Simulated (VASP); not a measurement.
Input of a VASP 6.6.1 run:

INCAR

```
SYSTEM = Mn3Si
PREC = Accurate ; ENCUT = 520
EDIFF = 1E-6 ; ISMEAR = -1
SIGMA = 0.05 ; LREAL = .FALSE.
LASPH = .TRUE. ; NELM = 150
ALGO = Normal ; ISIF = 2
LWAVE = .FALSE. ; LCHARG = .FALSE.
ISPIN = 2 ; MAGMOM = 4 4 4 0
LORBIT = 11 ; LMAXMIX = 4
GGA = PS ; NBANDS = 34
```

KPOINTS

```
regular mesh
0
G
  10 10 5
  0 0 0
```

The input POSCAR:

```
Mn3Si
1.0
    2.8096863135      0.0000000000      0.0000000000
    0.0000000000      2.8096863135      0.0000000000
    0.0000000000      0.0000000000      5.7219796931
Mn Si
3 1
Direct
    0.5000000000      0.5000000000      0.0000000000
    0.0000000000      0.0000000000      0.2534490000
    0.0000000000      0.0000000000      0.7465510000
    0.5000000000      0.5000000000      0.5000000000
```

Potentials or basis: VASP PAW PBE potentials, release 64 (Mn_pv, Si).

Run with:

```console
$ cat potpaw_PBE.64/Mn_pv/POTCAR potpaw_PBE.64/Si/POTCAR > POTCAR
$ mpirun -np 1 vasp_std > vasp.out
```

(1) What does it give for the site moments?

(2) What does it give for the net moment?

(3) Estimate the largest force.

(4) What does it give for the pressure?

## Answers

(1) Mn +1.93, -0.42 (each value once); Si +0.03 μB.

(2) 1.15 μB per cell.

(3) 0.024 eV/Å.

(4) -13.6 GPa.

Caveat: the cell stands under tension; the PAW data sets were made with another functional, which shifts forces and pressure a little.
